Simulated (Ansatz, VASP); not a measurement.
## Two plane-wave programs on Ge

```
Ge
1.0
     0.00000    2.81077    2.81077
     2.81077    0.00000    2.81077
     2.81077    2.81077    0.00000
Ge
2
Cartesian
  0.0000 0.0000 0.0000
  1.4054 1.4054 1.4054
```

Alike in both runs: functional LDA; k mesh 12 × 12 × 12; occupations gaussian, width 0.1 eV; no spin polarisation.

Ansatz relaxed the structure, and its values are those at the end. VASP's run is a single point on that final structure, the one shown.

|  | VASP | Ansatz |
| --- | --- | --- |
| version | VASP 6.6.1 | Ansatz 0.2.0 |
| potentials or method | VASP PAW LDA potentials, release 64 (Ge_d), cutoff 500 eV | scalar-relativistic, plane waves, PAW |
| valence electrons in the cell | 28 | 28 |

Ansatz gave:

| Property | Result |
| --- | --- |
| pressure (GPa) | 0.0 |

Problem. What did VASP give for the same quantities?

Solution. Pressure (GPa): 0.2.

Ansatz warns that its potentials were made for another functional, while VASP's fit it. LDA's correlation is that of Perdew and Zunger in VASP and of Perdew and Wang (1992) in Ansatz.
